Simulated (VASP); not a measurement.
# Cs (P6_3/mmc) in VASP: single point with PBE

Aim: the single point of Cs with PBE.

Everything below comes from runs of VASP 6.6.1. Logs are shortened: lines on timing, memory, paths and dates and some standing lists are left out, and cuts for length are marked.

## Step 1: The cell of the first run

It takes space group P6_3/mmc (No. 194, hexagonal). The conventional cell has a = 4.180 Å, b = 4.180 Å, c = 6.604 Å, α = 90.00°, β = 90.00°, γ = 120.00°. Within 5.4 Å of Cs (site symmetry -6m2) lie 12 Cs at 4.09 to 4.18 Å.

This isn't the form of Cs at room conditions, which is bcc.

## Step 2: Single point, PBE

Input file INCAR:

```
SYSTEM = Cs
ALGO     = Normal         ! electronic algorithm
EDIFF    = 1E-6           ! SCF threshold, eV
ENCUT    = 520            ! plane-wave cutoff, eV
GGA      = PE             ! functional
ISIF     = 2              ! what is computed and relaxed
ISMEAR   = -1             ! smearing method
LASPH    = .TRUE.         ! aspherical terms in the spheres
LCHARG   = .FALSE.        ! write CHGCAR
LREAL    = .FALSE.        ! projectors in reciprocal space
LWAVE    = .FALSE.        ! write WAVECAR
NBANDS   = 16             ! bands
NELM     = 80             ! most SCF steps
PREC     = Accurate       ! precision mode
SIGMA    = 0.1            ! smearing width, eV
```

Input file KPOINTS:

```
k-points
0
G
  9 9 5
  0 0 0
```

Input file POSCAR:

```
Cs
1.0
    2.0898940000      3.6198020000      0.0000000000
   -2.0898940000      3.6198020000      0.0000000000
    0.0000000000      0.0000000000      6.6037930000
Cs
2
Direct
    0.3333300000      0.3333400000      0.2500000000
    0.6666600000      0.6666700000      0.7500000000
```

Potentials or basis: VASP PAW PBE potentials, release 64 (Cs_sv).

Started as:

```sh
cat potpaw_PBE.64/Cs_sv/POTCAR > POTCAR
mpirun -np 1 vasp_std > vasp.out
```

OUTCAR:

```text
SYSTEM = Cs
   EDIFF = 1E-6
   ENCUT = 520
   GGA = PE
   ISIF = 2
   ISMEAR = -1
   LASPH = .TRUE.
   LREAL = .FALSE.
   NELM = 80
   PREC = Accurate

 ion  position               nearest neighbor table
   1  0.333  0.333  0.250-
   2  0.667  0.667  0.750-

  LATTYP: Found a hexagonal cell.
 ALAT       =     4.1797874887
 C/A-ratio  =     1.5799351086

  Lattice vectors:

 A1 = (   2.0898940000,  -3.6198020000,   0.0000000000)
 A2 = (   2.0898940000,   3.6198020000,   0.0000000000)
 A3 = (   0.0000000000,   0.0000000000,   6.6037930000)

Analysis of symmetry for initial positions (statically):
=====================================================================
 Subroutine PRICEL returns:
 Original cell was already a primitive cell.

 Routine SETGRP: Setting up the symmetry group for a
 hexagonal supercell.

 Subroutine GETGRP returns: Found  8 space group operations
 (whereof  2 operations were pure point group operations)
 out of a pool of 24 trial point group operations.

The static configuration has the point symmetry C_2 .
 The point group associated with its full space group is D_2h.

Analysis of symmetry for dynamics (positions and initial velocities):
=====================================================================
 Subroutine PRICEL returns:
 Original cell was already a primitive cell.

 Routine SETGRP: Setting up the symmetry group for a
 hexagonal supercell.

 Subroutine GETGRP returns: Found  8 space group operations
 (whereof  2 operations were pure point group operations)
 out of a pool of 24 trial point group operations.

The dynamic configuration has the point symmetry C_2 .
 The point group associated with its full space group is D_2h.

 Subroutine INISYM returns: Found  8 space group operations
 (whereof  2 operations are pure point group operations),
 and found     1 'primitive' translations

----------------------------------------------------------------------------------------

                                     Primitive cell

  volume of cell :      99.9154

  direct lattice vectors                    reciprocal lattice vectors
     2.089894000  3.619802000  0.000000000     0.239246584  0.138129102  0.000000000
    -2.089894000  3.619802000  0.000000000    -0.239246584  0.138129102  0.000000000
     0.000000000  0.000000000  6.603793000     0.000000000  0.000000000  0.151428126

  length of vectors
     4.179787489  4.179787489  6.603793000     0.276258170  0.276258170  0.151428126

  position of ions in fractional coordinates (direct lattice)
     0.333330000  0.333340000  0.250000000
[... 65 lines left out ...]
   ions per type =               2
   NGX,Y,Z   is equivalent  to a cutoff of  12.73, 12.73, 12.59 a.u.
   NGXF,Y,Z  is equivalent  to a cutoff of  25.46, 25.46, 25.17 a.u.
 SYSTEM =  Cs
   PREC   = accura    normal or accurate (medium, high low for compatibility)
   ISTART =      0    job   : 0-new  1-cont  2-samecut
   ICHARG =      2    charge: 1-file 2-atom 10-const
   ISPIN  =      1    spin polarized calculation?
   LNONCOLLINEAR =      F non collinear calculations
   LSORBIT =      F    spin-orbit coupling
   LASPH  =      T    aspherical Exc in radial PAW
   ENCUT  =  520.0 eV  38.22 Ry    6.18 a.u.   7.77  7.77 12.28*2*pi/ulx,y,z
   NELM   =     80;   NELMIN=  2; NELMDL= -5     # of ELM steps
   EDIFF  = 0.1E-05   stopping-criterion for ELM
   LREAL  =      F    real-space projection
[... 7 lines left out ...]
   TEBEG  =    0.0;   TEEND  =   0.0 temperature during run
   PSTRESS=    0.0 pullay stress
   NELECT =      18.0000    total number of electrons
   NUPDOWN=      -1.0000    fix difference up-down
   EMIN   =  10.00;   EMAX   =-10.00  energy-range for DOS
   EFERMI =   0.00;   METHOD = LEGACY
   ISMEAR =    -1;   SIGMA  =   0.10  broadening in eV -4-tet -1-fermi 0-gaus
   EFERMI_NEDOS =   21; number of points for ismear=-14 and -15
   IALGO  =     38    algorithm
   IMIX   =      4    mixing-type and parameters
     AMIX     =   0.40;   BMIX     =  1.00
     AMIX_MAG =   1.60;   BMIX_MAG =  1.00
  volume/ion in A,a.u.               =      49.96       337.13
  Fermi-wavevector in a.u.,A,eV,Ry     =   0.924602  1.747244 11.631469  0.854889
  Thomas-Fermi vector in A             =   2.050366
   LORBIT       =      0    0 simple, 1 ext, 2 COOP (PROOUT), +10 PAW based schemes
   GGA     = PE    functional components
   LHFCALC =     F    Hartree Fock is set to
   AEXX    =    0.0000 exact exchange contribution
   IVDW    =     0    specifies the selected vdW correction
   LEPSILON=     F    determine dielectric tensor
   LRPA    =     F    only Hartree local field effects (RPA)
 non-spin polarized calculation
  energy-cutoff  :      520.00
  volume of cell :       99.92
 maximum number of plane-waves:      2713
   NGX = 15   NGY = 15   NGZ = 25

 number of electron      17.9999999 magnetization

 Free energy of the ion-electron system (eV)
  ---------------------------------------------------
  ext. energy  EPLUGINS =         0.00000000
  ---------------------------------------------------
  free energy    TOTEN  =        -0.42706627 eV

  energy without entropy =       -0.31892412  energy(sigma->0) =       -0.37299519

 E-fermi :   3.5566     XC(G=0):  -8.0547

 val. band max:        3.5479190261   @ k =  -0.4444   0.1111   0.0000
 cond. band min:       3.5573480432   @ k =   0.3333   0.3333   0.4000
 fundamental gap:      0.0094290171
 Fermi energy:         3.5565956933

 k-point     1 :       0.0000    0.0000    0.0000
  band No.  band energies     occupation
      1     -20.3378      2.00000
      2     -20.1035      2.00000
      3      -7.9821      2.00000
      4      -6.6364      2.00000
      5      -6.6364      2.00000
      6      -6.4157      2.00000
[... 433 lines left out ...]
      3      -7.6319      2.00000
      4      -7.3911      2.00000
      5      -7.2150      2.00000
      6      -7.1909      2.00000
[... 8 lines left out ...]
     15       6.9306      0.00000
     16       9.0903      0.00000

 [... further k-points ...]
[... 5 lines left out ...]
  --------------------------------------------------------------------------------------
  -------------------------------------------------------------------------------------
  Total        2.9563939      2.9564175      3.1992961     -0.0000000      0.0000000      0.0000000
  in kB       47.4067690     47.4071472     51.3017871     -0.0000000      0.0000000      0.0000000
  external PRESSURE =      48.7052344 kB  Pullay stress =       0.0000000 kB

 VOLUME and BASIS-vectors are now :
 -----------------------------------------------------------------------------
  energy-cutoff  :      520.00
  volume of cell :       99.92
      direct lattice vectors                 reciprocal lattice vectors
     2.089894000  3.619802000  0.000000000     0.239246584  0.138129102  0.000000000
    -2.089894000  3.619802000  0.000000000    -0.239246584  0.138129102  0.000000000
     0.000000000  0.000000000  6.603793000     0.000000000  0.000000000  0.151428126

 POSITION                                       TOTAL-FORCE (eV/Angst)
 -----------------------------------------------------------------------------------
     -0.00002      2.41321      1.65095         0.000000     -0.000005      0.000000
     -0.00002      4.82639      4.95284         0.000000      0.000005      0.000000
 -----------------------------------------------------------------------------------
    total drift:                               -0.000000     -0.000000     -0.000000

  FREE ENERGIE OF THE ION-ELECTRON SYSTEM (eV)
  ---------------------------------------------------
  free  energy   TOTEN  =        -0.4270662672 eV

  energy  without entropy=       -0.3189241155  energy(sigma->0) =       -0.37299519
```

stdout:

```text
POSCAR found type information on POSCAR Cs
 POSCAR found :  1 types and       2 ions
 scaLAPACK will be used
 LDA part: xc-table for (Slater+PW92), standard interpolation
 POSCAR, INCAR and KPOINTS ok, starting setup
 FFT: planning ... GRIDC
 FFT: planning ... GRID_SOFT
 FFT: planning ... GRID
 WAVECAR not read
 entering main loop
```

Run time: 57 s. Hardware: 1 thread of Intel Xeon Platinum 8259CL at 2.50GHz (Skylake/Cascade Lake), shared host; peak memory 0.26 GiB.

Results:

```yaml
Free_energy: -0.4271 eV
Pressure: 4.9 GPa
Band_gap_on_the_k_mesh: zero (bands 9 and 10 overlap by 1.16 eV)
```

Caveat: the cell stands under pressure; spin-orbit coupling is left out, which moves the levels of the heavy elements.
